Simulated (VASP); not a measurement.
Input of a VASP 6.6.1 run:

INCAR

```
PREC     = Accurate       # precision mode
ENCUT    = 520            # plane-wave cutoff, eV
EDIFF    = 1E-6           # SCF threshold, eV
ISMEAR   = 0              # smearing method
SIGMA    = 0.15           # smearing width, eV
LREAL    = False          # projectors in reciprocal space
LASPH    = True           # aspherical terms in the spheres
NELM     = 80             # most SCF steps
ALGO     = Normal         # electronic algorithm
ISIF     = 2              # what is computed and relaxed
LWAVE    = False          # write WAVECAR
LCHARG   = True           # write CHGCAR
GGA      = PS             # functional
LELF     = True           # ELF
LVHAR    = True         
NBANDS   = 15             # bands
```

The input KPOINTS:

```
regular mesh
0
Gamma
  18 18 18
```

The input POSCAR:

```
TaN
1.0
    0.0000000000      2.1790000000      2.1790000000
    2.1790000000      0.0000000000      2.1790000000
    2.1790000000      2.1790000000      0.0000000000
Ta N
1 1
Direct
    0.5000000000      0.5000000000      0.5000000000
   -0.1032583754      0.1032583754     -0.1032583754
```

Potentials or basis: VASP PAW PBE potentials, release 64 (Ta_pv, N).

Run with:

```bash
$ cat potpaw_PBE.64/Ta_pv/POTCAR potpaw_PBE.64/N/POTCAR > POTCAR
$ mpirun -np 1 vasp_std > vasp.out
```

Q: Estimate the largest force.

A: 9.944 eV/Å.

Q: Estimate the band gap on the k mesh.

A: Zero (bands 8 and 9 overlap by 2.93 eV).

Stress tensor (GPa, compression positive):
```
  6.48   0.00   0.00
  0.00 135.36   0.00
  0.00   0.00   6.48
```

Caveat: the cell differs from its parent crystal (atom 2 (N) moved by (-0.450, +0.000) A along y and z); the cell stands under pressure; the PAW data sets were made with another functional, which shifts forces and pressure a little; spin-orbit coupling is left out, which moves the levels of the heavy elements.
